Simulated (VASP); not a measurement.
## TePt: single point with PBEsol

TePt:

```
Pt Te
1.0
     2.02043    1.16650    6.79168
    -2.02043    1.16650    6.79168
     0.00000   -2.33299    6.79168
Pt Te
2 2
Direct
  0.12967 0.12967 0.12967
  0.87033 0.87033 0.87033
  0.40200 0.40200 0.40200
  0.59800 0.59800 0.59800
```

```
Program             : VASP 6.6.1
Task                : single point
Functional          : PBEsol
Potentials or basis : VASP PAW PBE potentials, release 64 (Pt, Te)
Cutoff              : 520 eV
k mesh              : 8 × 8 × 8
Occupations         : fermi-dirac, width 0.05 eV
Spin                : no spin polarisation
```

```yaml
Pressure: -7.0 GPa
Largest_force: 0.565 eV/Å
Band_gap_on_the_k_mesh: zero (band 16 reaches 8.67 eV, above the bottom of band 17 at 6.30 eV)
```

Forces on the atoms (eV/Å):
```
Pt   0.000  0.000  0.152
Pt   0.000  0.000 -0.152
Te   0.000  0.000  0.565
Te   0.000  0.000 -0.565
```

Stress tensor (GPa, compression positive):
```
-7.54  0.00  0.00
 0.00 -7.54  0.00
 0.00  0.00 -5.94
```

Levels at points of the mesh, in eV from the Fermi level:
| k point | band 12 | band 13 | band 14 | band 15 | band 16 | band 17 | band 18 | band 19 | band 20 | band 21 |
| --- | --- | --- | --- | --- | --- | --- | --- | --- | --- | --- |
| (0.00, 0.00, 0.00) | -1.82 | -1.63 | 0.63 | 0.63 | 0.69 | 1.10 | 2.61 | 2.61 | 4.48 | 5.94 |
| (0.50, 0.00, 0.00) | -2.35 | -2.32 | -1.83 | -1.72 | -0.96 | 0.31 | 1.26 | 1.89 | 3.49 | 4.75 |
| (0.50, 0.50, 0.00) | -2.31 | -2.31 | -1.70 | -1.60 | -1.20 | -1.15 | 2.31 | 3.56 | 4.60 | 5.32 |
| (0.50, 0.50, 0.50) | -1.80 | -1.61 | -1.50 | 1.14 | 1.14 | 1.82 | 1.82 | 3.26 | 4.22 | 4.74 |

It took 5.8 min on 1 thread of Intel(R) Xeon(R) 6975P-C (Granite Rapids), with other jobs on the host, peak memory 0.45 GiB.

Caveat: the PAW data sets were made with another functional, which shifts forces and pressure a little; spin-orbit coupling is left out, which moves the levels of the heavy elements.
